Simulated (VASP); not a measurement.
# Cd (P6_3/mmc) in VASP: further runs, part 2 of 2

VASP 6.6.1. Earlier steps stand in the parts before.

## 4. Single point, PBEsol (strain +0.0350 x Voigt [1, 1, 0, 0, 0, 0])

Input file INCAR:

```
PREC = Accurate ; ENCUT = 520
EDIFF = 1E-6 ; ISMEAR = 0
SIGMA = 0.15 ; LREAL = F
LASPH = T ; NELM = 100
ALGO = Fast ; ISIF = 2
LWAVE = F ; LCHARG = F
GGA = PS ; NBANDS = 19
```

Input file KPOINTS:

```
Automatic mesh
0
Gamma
  18 18 8
```

Input file POSCAR:

```
Cd
1.0
    3.0831330459      0.0000000000      0.0000000000
   -1.5415665229      2.6700715410      0.0000000000
    0.0000000000      0.0000000000      5.6176500000
Cd
2
Direct
    0.3333333333      0.6666666667      0.2500000000
    0.6666666667      0.3333333333      0.7500000000
```

Potentials or basis: VASP PAW PBE potentials, release 64 (Cd).

Started as:

```
$ cat potpaw_PBE.64/Cd/POTCAR > POTCAR
$ mpirun -np 1 vasp_std > vasp.out
```

OUTCAR:

```text
PREC = Accurate
   ENCUT = 520
   EDIFF = 1E-6
   ISMEAR = 0
   LREAL = F
   LASPH = T
   NELM = 100
   ISIF = 2
   GGA = PS

 ion  position               nearest neighbor table
   1  0.333  0.667  0.250-   2 3.33   2 3.33   2 3.33   2 3.33   2 3.33   2 3.33
   2  0.667  0.333  0.750-   1 3.33   1 3.33   1 3.33   1 3.33   1 3.33   1 3.33

  LATTYP: Found a hexagonal cell.
 ALAT       =     3.0831330459
 C/A-ratio  =     1.8220588980

  Lattice vectors:

[... 192 lines left out ...]
      2      -6.9218      2.00000
      3      -6.6809      2.00000
      4      -6.6809      2.00000
      5      -6.6291      2.00000
      6      -6.6291      2.00000
[... 505 lines left out ...]
      6      -6.4201      2.00000
[... 11 lines left out ...]
     18      12.6317      0.00000
     19      13.6127      0.00000

 [... further k-points ...]
[... 5 lines left out ...]
  --------------------------------------------------------------------------------------
  -------------------------------------------------------------------------------------
  Total       -1.3928156     -1.3928156     -0.9571070     -0.0000000     -0.0000000      0.0000000
  in kB      -48.2541171    -48.2541171    -33.1589855     -0.0000000     -0.0000000      0.0000000
  external PRESSURE =     -43.2224066 kB  Pullay stress =       0.0000000 kB

 VOLUME and BASIS-vectors are now :
 -----------------------------------------------------------------------------
  energy-cutoff  :      520.00
  volume of cell :       46.25
      direct lattice vectors                 reciprocal lattice vectors
     3.083133046  0.000000000  0.000000000     0.324345393  0.187260900  0.000000000
    -1.541566523  2.670071541  0.000000000     0.000000000  0.374521800  0.000000000
     0.000000000  0.000000000  5.617650000     0.000000000  0.000000000  0.178010378

 POSITION                                       TOTAL-FORCE (eV/Angst)
 -----------------------------------------------------------------------------------
     -0.00000      1.78005      1.40441         0.000000     -0.000000      0.000000
      1.54157      0.89002      4.21324        -0.000000      0.000000      0.000000
 -----------------------------------------------------------------------------------
    total drift:                               -0.000000      0.000000     -0.000000

  FREE ENERGIE OF THE ION-ELECTRON SYSTEM (eV)
  ---------------------------------------------------
  free  energy   TOTEN  =        -2.3375379146 eV

  energy  without entropy=       -2.3310460558  energy(sigma->0) =       -2.33429199
```

stdout:

```text
POSCAR found type information on POSCAR Cd
 POSCAR found :  1 types and       2 ions
 scaLAPACK will be used
 -----------------------------------------------------------------------------
|                                                                             |
|                                                                             |
|     You enforced a specific xc type in the INCAR file but a different       |
|     I HOPE YOU KNOW WHAT YOU ARE DOING!                                     |
|                                                                             |
 -----------------------------------------------------------------------------

 LDA part: xc-table for (Slater+PW92), standard interpolation
 POSCAR, INCAR and KPOINTS ok, starting setup
 FFT: planning ... GRIDC
 FFT: planning ... GRID_SOFT
 FFT: planning ... GRID
 WAVECAR not read
 entering main loop
```

Wall time 36 s (1 thread of Intel Xeon 6975P-C (Granite Rapids), shared host); peak memory 0.25 GiB.

Results:

- Free energy: -2.3375 eV
- Pressure: -4.3 GPa
- Band gap on the k mesh: zero (band 12 reaches 3.53 eV, above the bottom of band 13 at -0.33 eV)

Stress tensor (GPa, compression positive):
```
-4.83  0.00  0.00
 0.00 -4.83  0.00
 0.00  0.00 -3.32
```

Levels at points of the mesh, in eV from the Fermi level:
```tsv
k point	band 10	band 11	band 12	band 13	band 14	band 15
(0.00, 0.00, 0.00)	-8.37	-8.37	-2.75	-2.68	10.98	13.51
(0.50, 0.00, 0.00)	-8.16	-2.31	-2.04	1.98	2.89	2.92
(0.00, 0.00, 0.50)	-8.48	-7.01	-7.01	4.01	4.01	14.12
(0.50, 0.00, 0.50)	-8.17	-1.46	-1.46	-0.24	-0.24	8.05
```

Caveat: the cell differs from its parent crystal (strain +0.0350 x Voigt [1, 1, 0, 0, 0, 0]); the PAW data sets were made with another functional, which shifts forces and pressure a little.

## 5. Single point, PBEsol (strain +0.0400 x Voigt [1, 1, 0, 0, 0, 0])

Input file INCAR:

```
SYSTEM = Cd
PREC     = Accurate       ! precision mode
ENCUT    = 520            ! plane-wave cutoff, eV
EDIFF    = 1E-7           ! SCF threshold, eV
ISMEAR   = 0              ! smearing method
SIGMA    = 0.15           ! smearing width, eV
LREAL    = .False.        ! projectors in reciprocal space
LASPH    = .True.         ! aspherical terms in the spheres
NELM     = 100            ! most SCF steps
ALGO     = Fast           ! electronic algorithm
ISIF     = 2              ! what is computed and relaxed
LWAVE    = .False.        ! write WAVECAR
LCHARG   = .True.         ! write CHGCAR
GGA      = PS             ! functional
LELF     = .True.         ! ELF
LVHAR    = .True.       
NBANDS   = 19             ! bands
```

Input file KPOINTS:

```
Automatic mesh
0
Gamma
  18 18 8
  0 0 0
```

Input file POSCAR:

```
Cd
1.0
    3.0980274084      0.0000000000      0.0000000000
   -1.5490137042      2.6829704373      0.0000000000
    0.0000000000      0.0000000000      5.6176500000
Cd
2
Direct
    0.3333333333      0.6666666667      0.2500000000
    0.6666666667      0.3333333333      0.7500000000
```

Started as:

```
$ cat potpaw_PBE.64/Cd/POTCAR > POTCAR
$ mpirun -np 1 vasp_std > vasp.out
```

Run time: 38 s. Hardware: 1 thread of Intel Xeon 6975P-C (Granite Rapids), shared host; peak memory 0.25 GiB.

It converged, with:

- Free energy: -2.3235 eV
- Pressure: -4.6 GPa
- Band gap on the k mesh: zero (band 12 reaches 3.42 eV, above the bottom of band 13 at -0.34 eV)

Stress tensor (GPa, compression positive):
```
-5.20  0.00  0.00
 0.00 -5.20  0.00
 0.00  0.00 -3.53
```

Levels at points of the mesh, in eV from the Fermi level:
| k point | band 8 | band 9 | band 10 | band 11 | band 12 | band 13 | band 14 | band 15 | band 16 | band 17 |
| --- | --- | --- | --- | --- | --- | --- | --- | --- | --- | --- |
| (0.00, 0.00, 0.00) | -8.61 | -8.41 | -8.35 | -8.35 | -2.70 | -2.61 | 11.06 | 13.35 | 13.35 | 13.74 |
| (0.50, 0.00, 0.00) | -8.35 | -8.17 | -8.14 | -2.29 | -2.05 | 2.00 | 2.87 | 2.92 | 5.07 | 7.53 |
| (0.00, 0.00, 0.50) | -8.46 | -8.46 | -8.46 | -6.94 | -6.94 | 4.07 | 4.07 | 14.05 | 14.06 | 14.32 |
| (0.50, 0.00, 0.50) | -8.34 | -8.15 | -8.15 | -1.43 | -1.43 | -0.26 | -0.26 | 8.06 | 8.06 | 9.14 |

Caveat: the cell differs from its parent crystal (strain +0.0400 x Voigt [1, 1, 0, 0, 0, 0]); the PAW data sets were made with another functional, which shifts forces and pressure a little.

## 6. Summary

| cell | further INCAR settings | gap on the mesh (eV) | pressure (GPa) |
| --- | --- | --- | --- |
| a = 3.038, b = 3.038, c = 5.618 Å, angles 90.0, 90.0, 120.0°, 2 atoms | ALGO = Fast; EDIFF = 1e-06; NBANDS = 19 | none | -3.2 |
| a = 3.068, b = 3.068, c = 5.618 Å, angles 90.0, 90.0, 120.0°, 2 atoms | ALGO = Fast; EDIFF = 1e-06; NBANDS = 19 | none | -4.0 |
| a = 3.083, b = 3.083, c = 5.618 Å, angles 90.0, 90.0, 120.0°, 2 atoms | ALGO = Fast; EDIFF = 1e-06; NBANDS = 19 | none | -4.3 |
| a = 3.098, b = 3.098, c = 5.618 Å, angles 90.0, 90.0, 120.0°, 2 atoms | ALGO = Fast; EDIFF = 1e-07; NBANDS = 19 | none | -4.6 |

Alike in all rows: task single point; level PBEsol; potentials or basis VASP PAW PBE potentials, release 64 (Cd); no spin polarisation; k mesh 18 × 18 × 8; cutoff (eV) 520; smearing gaussian 0.15 eV.

Caveats: the PAW data sets were made with another functional, which shifts forces and pressure a little.

Absolute energies hang on the potentials; compare differences alone.
